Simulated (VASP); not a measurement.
# ScNb (P-6m2) in VASP: further runs, part 2 of 2

VASP 6.6.1. Earlier steps stand in the parts before.

## 4. Single point, PBEsol+D3(BJ)

This run uses another cell than the first one, of 20.64 Å³/atom.

The input, INCAR:

```
PREC = Accurate
ENCUT = 520
EDIFF = 1E-6
ISMEAR = -1
SIGMA = 0.05
LREAL = False
LASPH = True
NELM = 60
ALGO = Normal
ISIF = 2
LWAVE = False
LCHARG = True
GGA = PS
IVDW = 12
LELF = True
LVHAR = True
NBANDS = 19
```

The input, KPOINTS:

```
Automatic mesh
0
Gamma
  10 10 5
```

The input, POSCAR:

```
ScNb
1.0
    3.0656443612      0.0000000000      0.0000000000
   -1.5328221806      2.6549258957      0.0000000000
    0.0000000000      0.0000000000      5.0721940000
Nb Sc
1 1
Direct
    0.3333333333      0.6666666667      0.5000000000
    0.0000000000      0.0000000000      0.0000000000
```

Potentials or basis: VASP PAW PBE potentials, release 64 (Nb_sv, Sc_sv).

Launch:

```bash
> cat potpaw_PBE.64/Nb_sv/POTCAR potpaw_PBE.64/Sc_sv/POTCAR > POTCAR
> mpirun -np 1 vasp_std > vasp.out
```

OUTCAR:

```text
PREC = Accurate
   ENCUT = 520
   EDIFF = 1E-6
   ISMEAR = -1
   LREAL = False
   LASPH = True
   NELM = 60
   ISIF = 2
   GGA = PS
   IVDW = 12
 IVDW          = 12

 ion  position               nearest neighbor table
   1  0.333  0.667  0.500-   2 3.09   2 3.09   2 3.09   2 3.09   2 3.09   2 3.09
   2  0.000  0.000  0.000-   1 3.09   1 3.09   1 3.09   1 3.09   1 3.09   1 3.09

  LATTYP: Found a hexagonal cell.
 ALAT       =     3.0656443612
 C/A-ratio  =     1.6545278585

  Lattice vectors:

 A1 = (   3.0656443612,   0.0000000000,   0.0000000000)
 A2 = (  -1.5328221806,   2.6549258957,   0.0000000000)
 A3 = (   0.0000000000,   0.0000000000,   5.0721940000)

Analysis of symmetry for initial positions (statically):
=====================================================================
 Subroutine PRICEL returns:
 Original cell was already a primitive cell.

 Routine SETGRP: Setting up the symmetry group for a
 hexagonal supercell.

 Subroutine GETGRP returns: Found 12 space group operations
 (whereof 12 operations were pure point group operations)
 out of a pool of 24 trial point group operations.

The static configuration has the point symmetry D_3h.

Analysis of symmetry for dynamics (positions and initial velocities):
=====================================================================
 Subroutine PRICEL returns:
 Original cell was already a primitive cell.

 Routine SETGRP: Setting up the symmetry group for a
 hexagonal supercell.

 Subroutine GETGRP returns: Found 12 space group operations
 (whereof 12 operations were pure point group operations)
 out of a pool of 24 trial point group operations.

The dynamic configuration has the point symmetry D_3h.

 Subroutine INISYM returns: Found 12 space group operations
 (whereof 12 operations are pure point group operations),
 and found     1 'primitive' translations

----------------------------------------------------------------------------------------

                                     Primitive cell

  volume of cell :      41.2829

  direct lattice vectors                    reciprocal lattice vectors
     3.065644361  0.000000000  0.000000000     0.326195697  0.188329174  0.000000000
    -1.532822181  2.654925896  0.000000000     0.000000000  0.376658347  0.000000000
     0.000000000  0.000000000  5.072194000     0.000000000  0.000000000  0.197153342

  length of vectors
     3.065644361  3.065644361  5.072194000     0.376658347  0.376658347  0.197153342

  position of ions in fractional coordinates (direct lattice)
     0.333333333  0.666666667  0.500000000
     0.000000000  0.000000000  0.000000000

  ion indices of the primitive-cell ions
   primitive index   ion index
                 1           1
                 2           2

----------------------------------------------------------------------------------------

 KPOINTS: Automatic mesh

Automatic generation of k-mesh.
 Grid dimensions read from file:
 generate k-points for:   10   10    5

 Generating k-lattice:

  Cartesian coordinates                     Fractional coordinates (reciprocal lattice)
     0.032619570  0.018832917  0.000000000     0.100000000  0.000000000  0.000000000
     0.000000000  0.037665835  0.000000000     0.000000000  0.100000000  0.000000000
     0.000000000  0.000000000  0.039430668     0.000000000  0.000000000  0.200000000

  Length of vectors
     0.037665835  0.037665835  0.039430668

  Shift w.r.t. Gamma in fractional coordinates (k-lattice)
     0.000000000  0.000000000  0.000000000

 Subroutine IBZKPT returns following result:
 ===========================================

 Found     42 irreducible k-points:

 Following reciprocal coordinates:
            Coordinates               Weight
  0.000000  0.000000  0.000000      1.000000
  0.100000 -0.000000  0.000000      6.000000
  0.200000 -0.000000  0.000000      6.000000
  0.300000 -0.000000  0.000000      6.000000
  0.400000 -0.000000  0.000000      6.000000
  0.500000 -0.000000  0.000000      3.000000
[... 16 lines left out ...]
  0.300000  0.100000  0.200000     24.000000
  0.400000  0.100000  0.200000     24.000000
 [... further k-points ...]
   k-points           NKPTS =     42   k-points in BZ     NKDIM =     42   number of bands    NBANDS=     19
   number of dos      NEDOS =    301   number of ions     NIONS =      2
   total plane-waves  NPLWV =  23040
   dimension x,y,z NGX =    24 NGY =   24 NGZ =   40
   dimension x,y,z NGXF=    48 NGYF=   48 NGZF=   80
   ions per type =               1   1
   NGX,Y,Z   is equivalent  to a cutoff of  13.01, 13.01, 13.11 a.u.
   NGXF,Y,Z  is equivalent  to a cutoff of  26.03, 26.03, 26.22 a.u.
 SYSTEM =  unknown system
   PREC   = accura    normal or accurate (medium, high low for compatibility)
   ISTART =      0    job   : 0-new  1-cont  2-samecut
   ICHARG =      2    charge: 1-file 2-atom 10-const
   ISPIN  =      1    spin polarized calculation?
   LNONCOLLINEAR =      F non collinear calculations
   LSORBIT =      F    spin-orbit coupling
   LASPH  =      T    aspherical Exc in radial PAW
   ENCUT  =  520.0 eV  38.22 Ry    6.18 a.u.   5.70  5.70  9.43*2*pi/ulx,y,z
   NELM   =     60;   NELMIN=  2; NELMDL= -5     # of ELM steps
   EDIFF  = 0.1E-05   stopping-criterion for ELM
   LREAL  =      F    real-space projection
   EDIFFG = 0.1E-04   stopping-criterion for IOM
   NSW    =      0    number of steps for IOM
   IBRION =     -1    ionic relax: 0-MD 1-quasi-New 2-CG
   NFREE  =      0    steps in history (QN), initial steepest desc. (CG)
   ISIF   =      2    stress and relaxation
   ISYM   =      2    0-nonsym 1-usesym 2-fastsym
   POTIM  = 0.5000    time-step for ionic-motion
   TEBEG  =    0.0;   TEEND  =   0.0 temperature during run
   PSTRESS=    0.0 pullay stress
   NELECT =      24.0000    total number of electrons
   NUPDOWN=      -1.0000    fix difference up-down
   EMIN   =  10.00;   EMAX   =-10.00  energy-range for DOS
   EFERMI =   0.00;   METHOD = LEGACY
   ISMEAR =    -1;   SIGMA  =   0.05  broadening in eV -4-tet -1-fermi 0-gaus
   EFERMI_NEDOS =   21; number of points for ismear=-14 and -15
   IALGO  =     38    algorithm
   IMIX   =      4    mixing-type and parameters
     AMIX     =   0.40;   BMIX     =  1.00
     AMIX_MAG =   1.60;   BMIX_MAG =  1.00
  volume/ion in A,a.u.               =      20.64       139.30
  Fermi-wavevector in a.u.,A,eV,Ry     =   1.366329  2.581987 25.400097  1.866854
  Thomas-Fermi vector in A             =   2.492479
   LORBIT       =      0    0 simple, 1 ext, 2 COOP (PROOUT), +10 PAW based schemes
   GGA     = PS    functional components
   LHFCALC =     F    Hartree Fock is set to
   AEXX    =    0.0000 exact exchange contribution
   IVDW    =    12    specifies the selected vdW correction
   LEPSILON=     F    determine dielectric tensor
   LRPA    =     F    only Hartree local field effects (RPA)
 non-spin polarized calculation
  energy-cutoff  :      520.00
  volume of cell :       41.28
 maximum number of plane-waves:      1128
 NGX is ok and might be reduce to    24
   NGX = 11   NGY = 11   NGZ = 19

 number of electron      24.0000000 magnetization

 Free energy of the ion-electron system (eV)
  ---------------------------------------------------
  ext. energy  EPLUGINS =         0.00000000
  ---------------------------------------------------
  free energy    TOTEN  =       -17.10921531 eV

  energy without entropy =      -17.09093890  energy(sigma->0) =      -17.10007710

 E-fermi :   7.0608     XC(G=0): -11.3424

 val. band max:        7.0596323769   @ k =   0.4000   0.2000   0.4000
 cond. band min:       7.0628828689   @ k =   0.3000   0.2000   0.4000
 fundamental gap:      0.0032504920
 Fermi energy:         7.0607763595

 k-point     1 :       0.0000    0.0000    0.0000
  band No.  band energies     occupation
      1     -47.5394      2.00000
      2     -41.7314      2.00000
      3     -23.7150      2.00000
      4     -23.1878      2.00000
      5     -23.1878      2.00000
      6     -20.4299      2.00000
[... 11 lines left out ...]
     18       9.2981      0.00000
     19      11.2299      0.00000
[... 485 lines left out ...]
 k-point    24 :       0.4000    0.1000    0.2000
  band No.  band energies     occupation
      1     -47.4473      2.00000
      2     -41.6439      2.00000
      3     -23.8537      2.00000
      4     -23.5772      2.00000
      5     -23.3922      2.00000
      6     -20.7115      2.00000
[... 11 lines left out ...]
     18      11.6286      0.00000
     19      12.3272      0.00000

 [... further k-points ...]

------------------------ aborting loop because EDIFF is reached ----------------------------------------

 Edisp (eV)   -1.12484

 E8    (eV) :    -0.7995

  FORCE on cell =-STRESS in cart. coord.  units (eV):
  Direction    XX          YY          ZZ          XY          YZ          ZX
  --------------------------------------------------------------------------------------
  -------------------------------------------------------------------------------------
  Total      -2.18385    -2.18385    -2.27590    -0.00000     0.00000     0.00000
  in kB     -84.75465   -84.75465   -88.32714    -0.00000     0.00000     0.00000
  external pressure =      -85.95 kB  Pullay stress =        0.00 kB

 VOLUME and BASIS-vectors are now :
 -----------------------------------------------------------------------------
  energy-cutoff  :      520.00
  volume of cell :       41.28
      direct lattice vectors                 reciprocal lattice vectors
     3.065644361  0.000000000  0.000000000     0.326195697  0.188329174  0.000000000
    -1.532822181  2.654925896  0.000000000     0.000000000  0.376658347  0.000000000
     0.000000000  0.000000000  5.072194000     0.000000000  0.000000000  0.197153342

 POSITION                                       TOTAL-FORCE (eV/Angst)
 -----------------------------------------------------------------------------------
     -0.00000      1.76995      2.53610        -0.000000      0.000000      0.000000
      0.00000      0.00000      0.00000         0.000000      0.000000      0.000000
 -----------------------------------------------------------------------------------
    total drift:                                0.000000     -0.000000     -0.000000

  FREE ENERGIE OF THE ION-ELECTRON SYSTEM (eV)
  ---------------------------------------------------
  free  energy   TOTEN  =       -18.2340568066 eV

  energy  without entropy=      -18.2157803954  energy(sigma->0) =      -18.22491860
```

OSZICAR:

```text
N       E                     dE             d eps       ncg     rms          rms(c)
DAV:   1     0.259610144933E+03    0.25961E+03   -0.11959E+04  1596   0.134E+03
DAV:   2     0.308256012738E+01   -0.25653E+03   -0.25242E+03  1604   0.481E+02
DAV:   3    -0.171065391952E+02   -0.20189E+02   -0.19572E+02  3002   0.117E+02
DAV:   4    -0.183712797589E+02   -0.12647E+01   -0.12501E+01  2345   0.236E+01
DAV:   5    -0.184578680011E+02   -0.86588E-01   -0.86497E-01  2905   0.489E+00    0.915E+00
DAV:   6    -0.173590592983E+02    0.10988E+01   -0.38662E+00  2216   0.178E+01    0.359E+00
DAV:   7    -0.173244794445E+02    0.34580E-01   -0.38609E+00  2632   0.856E+00    0.285E+00
DAV:   8    -0.171119706617E+02    0.21251E+00   -0.12339E+00  2570   0.630E+00    0.108E+00
DAV:   9    -0.171101192701E+02    0.18514E-02   -0.35638E-02  2517   0.187E+00    0.194E-01
DAV:  10    -0.171092207020E+02    0.89857E-03   -0.71034E-03  2488   0.527E-01    0.481E-02
DAV:  11    -0.171092202043E+02    0.49773E-06   -0.11141E-04  2580   0.929E-02    0.212E-02
DAV:  12    -0.171092157338E+02    0.44705E-05   -0.30189E-05  2656   0.629E-02    0.325E-03
DAV:  13    -0.171092153079E+02    0.42586E-06   -0.13276E-06  1284   0.125E-02
   1 F= -.18234057E+02 E0= -.18224919E+02  d E =-.182764E-01
```

It took 16 s on 1 thread of Intel Xeon Platinum 8488C (Sapphire Rapids), shared host; peak memory 0.18 GiB.

What came out:

| Item | Value |
| --- | --- |
| Free energy | -18.2341 eV |
| Pressure | -8.6 GPa |
| Band gap on the k mesh | zero (bands 12 and 13 overlap by 0.89 eV) |
| Dispersion energy per atom | -0.562 eV |

Caveat: three body term missing; the cell stands under tension; the PAW data sets were made with another functional, which shifts forces and pressure a little.

## 5. Summary

```csv
level,cell,gap on the mesh (eV),pressure (GPa)
PBEsol,"a = 3.027, b = 3.027, c = 4.996 Å, angles 90.0, 90.0, 120.0°, 2 atoms",none,0.0
PBEsol+D4,"a = 3.013, b = 3.013, c = 4.975 Å, angles 90.0, 90.0, 120.0°, 2 atoms",none,0.0
PBEsol+D3(BJ),"a = 3.066, b = 3.066, c = 5.072 Å, angles 90.0, 90.0, 120.0°, 2 atoms",none,-8.6
```

Alike in all rows: task single point; potentials or basis VASP PAW PBE potentials, release 64 (Nb_sv, Sc_sv); no spin polarisation; k mesh 10 × 10 × 5; cutoff (eV) 520; smearing fermi-dirac 0.05 eV.

Caveats: the PAW data sets were made with another functional, which shifts forces and pressure a little; three body term missing (at least some runs); the cell stands under tension (at least some runs).

Total energies depend on the potentials used, so only differences within one code and one set of settings carry meaning.

The gap in the log of VASP goes by the Fermi energy; the results here count the filled bands.